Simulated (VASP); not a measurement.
Sc2AlP3: relaxation of cell and atoms with PBE

The system is Sc2AlP3.

```
Sc Al P
1.0
     4.05101    0.00000    0.00000
    -2.02551    3.50828    0.00000
     0.00000    0.00000    7.57164
Sc Al P
2 1 3
Direct
  0.66667 0.33333 0.23545
  0.66667 0.33333 0.76455
  0.00000 0.00000 0.00000
  0.00000 0.00000 0.50000
  0.33333 0.66667 0.00000
  0.33333 0.66667 0.50000
```

The cell was generated, and may not be a known phase.

* Program: VASP 6.6.1
* Task: relaxation of cell and atoms
* Functional: PBE
* Potentials or basis: VASP PAW PBE potentials, release 64 (Sc_sv, Al, P)
* Cutoff: 600 eV
* k mesh: 6 × 6 × 2
* Occupations: gaussian, width 0.1 eV
* Spin: no spin polarisation
* Dipole correction: no
* Further INCAR settings: ALGO = Normal; EDIFF = 1e-06; IBRION = 2; EDIFFG = -0.04; NSW = 90; ISIF = 3

- Relaxed volume: 17.40 Å³/atom
- Relaxed cell: a = 4.050 Å, b = 4.050 Å, c = 7.349 Å, α = 90.00°, β = 90.00°, γ = 120.00°
- Space group after relaxing (to 0.1 Å): P-6m2 (No. 187)
- Energy gained by relaxing: 67.0 meV/atom
- Ionic steps: 16
- Pressure after relaxing: 0.1 GPa
- Largest force after relaxing: 0.034 eV/Å
- Band gap on the k mesh: zero (bands 20 and 21 overlap by 1.77 eV)

Forces on the atoms (eV/Å):
```
Sc   0.000  0.000  0.034
Sc   0.000  0.000 -0.034
Al   0.000  0.000  0.000
P    0.000  0.000  0.000
P    0.000  0.000  0.000
P    0.000  0.000  0.000
```

Stress tensor (GPa, compression positive):
```
0.11 0.00 0.00
0.00 0.11 0.00
0.00 0.00 0.00
```

The path:
```
step  energy change (eV)  largest force (eV/Å)  pressure (GPa)  volume (Å³)
   1              0.0000                0.9958           -1.83       107.61
   2             -0.1739                0.8705           -0.35       104.42
   3             -0.2618                0.5427            2.66       100.06
   4             -0.3261                0.3144           -0.75       103.46
   5             -0.3267                0.2922           -1.10       103.83
   6             -0.3551                0.1305           -0.32       103.01
   7             -0.3621                0.0049            0.40       102.45
   8             -0.3622                0.0200            0.51       102.37
   9             -0.3745                0.0053           -0.03       103.35
  10             -0.3936                0.1229           -1.32       106.23
  11             -0.3944                0.0812           -0.94       105.22
  12             -0.3955                0.0986           -1.09       105.61
  13             -0.3986                0.1006           -0.74       105.47
  14             -0.3986                0.1011           -0.72       105.46
  15             -0.4007                0.0746           -0.40       105.03
  16             -0.4018                0.0336            0.07       104.39
```

Final structure:
```
Sc Al P
1.0
     4.04986    0.00000    0.00000
    -2.02493    3.50729    0.00000
     0.00000    0.00000    7.34937
Sc Al P
2 1 3
Direct
  0.66667 0.33333 0.27890
  0.66667 0.33333 0.72110
  0.00000 0.00000 0.00000
  0.00000 0.00000 0.50000
  0.33333 0.66667 0.00000
  0.33333 0.66667 0.50000
```

Levels at points of the mesh, in eV from the Fermi level:
```csv
k point,band 17,band 18,band 19,band 20,band 21,band 22,band 23,band 24
"(0.00, 0.00, 0.00)",-3.07,-2.22,-2.22,-1.38,-0.77,0.01,0.01,0.65
"(0.50, 0.00, 0.00)",-3.86,-2.53,-1.18,0.54,0.99,1.00,1.22,1.76
"(0.00, 0.00, 0.50)",-3.58,-2.17,-2.17,-0.88,-0.17,-0.17,-0.12,0.95
"(0.50, 0.00, 0.50)",-3.66,-3.34,-1.37,-1.10,1.04,1.08,1.31,1.45
```

It took 4 min on 1 thread of Intel(R) Xeon(R) Platinum 8559C (Emerald Rapids) (shared host), peak memory 0.27 GiB.

Caveat: the k points lie up to 0.43 Å⁻¹ apart in the final cell, too coarse for converged energies and pressures of a metal.
